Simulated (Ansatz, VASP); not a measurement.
# SnPt3 in VASP and in Ansatz

File INCAR:

```
SYSTEM = SnPt3
  PREC = Accurate
  ENCUT = 520
  EDIFF = 1E-6
  ISMEAR = -1
  SIGMA = 0.05
  LREAL = .FALSE.
  LASPH = .TRUE.
  NELM = 60
  ALGO = Normal
  ISIF = 2
  LWAVE = .FALSE.
  LCHARG = .FALSE.
  GGA = CA
  NBANDS = 30
```

File KPOINTS:

```
regular mesh
0
G
  8 8 8
  0 0 0
```

The input POSCAR:

```
SnPt3
1.0
    4.0000000000     -0.0400000000     -0.0400000000
   -0.0400000000      4.0000000000     -0.0400000000
   -0.0400000000     -0.0400000000      4.0000000000
Sn Pt
1 3
Direct
    0.0000000000      0.0000000000      0.0000000000
    0.0000000000      0.5000000000      0.5000000000
    0.5000000000      0.0000000000      0.5000000000
    0.5000000000      0.5000000000      0.0000000000
```

Input for Ansatz:

```yaml
crystal:
  lattice:
    - [4.0, -0.04, -0.04]
    - [-0.04, 4.0, -0.04]
    - [-0.04, -0.04, 4.0]
  atoms:
    - { symbol: Sn, position: [0.0, 0.0, 0.0] }
    - { symbol: Pt, position: [0.0, 0.5, 0.5] }
    - { symbol: Pt, position: [0.5, 0.0, 0.5] }
    - { symbol: Pt, position: [0.5, 0.5, 0.0] }
kpoints:
  mp_grid: { grid: [8, 8, 8] }
  band_path:
    path:
      - [0.0, 0.0, 0.0]
      - [0.5, 0.0, 0.0]
      - [0.5, -0.5, 0.5]
      - [0.4804921086, -0.5195078914, 0.4804921086]
      - [0.4804921086, 0.4804921086, 0.4804921086]
      - [0.0, 0.0, 0.0]
      - [0.5, -0.5, 0.0]
    npoints: 5
scf:
  occupations: { method: fermi_dirac, width: 0.05 }
hamiltonian:
  xc: lda
  pseudopotentials: { kind: all_electron, lapw: { basis_error: 0.0005 } }
output:
  forces: true
  stress: true
  eigenvalues: true
```

Change from the starting cell: equal xy, yz and zx shear strains of -2 %.

Alike in both runs: task single point; functional LDA; k mesh 8 × 8 × 8; occupations fermi-dirac, width 0.05 eV; no spin polarisation.

|  | VASP | Ansatz |
| --- | --- | --- |
| version | VASP 6.6.1 | Ansatz 0.2.0 |
| potentials or method | VASP PAW LDA potentials, release 64 (Sn_d, Pt), cutoff 520 eV | all-electron LAPW, scalar-relativistic |

|  | VASP | Ansatz | Ansatz less VASP |
| --- | --- | --- | --- |
| pressure (GPa) | -2.6 | -3.3 | -0.73 |
| traceless stress, the component that is largest in VASP (GPa) | 1.48 | 1.44 | -0.050 |

LDA's correlation is that of Perdew and Zunger in VASP and of Perdew and Wang (1992) in Ansatz. Ansatz ran all-electron here, and VASP with PAW potentials.

Neither program's run includes spin-orbit coupling.
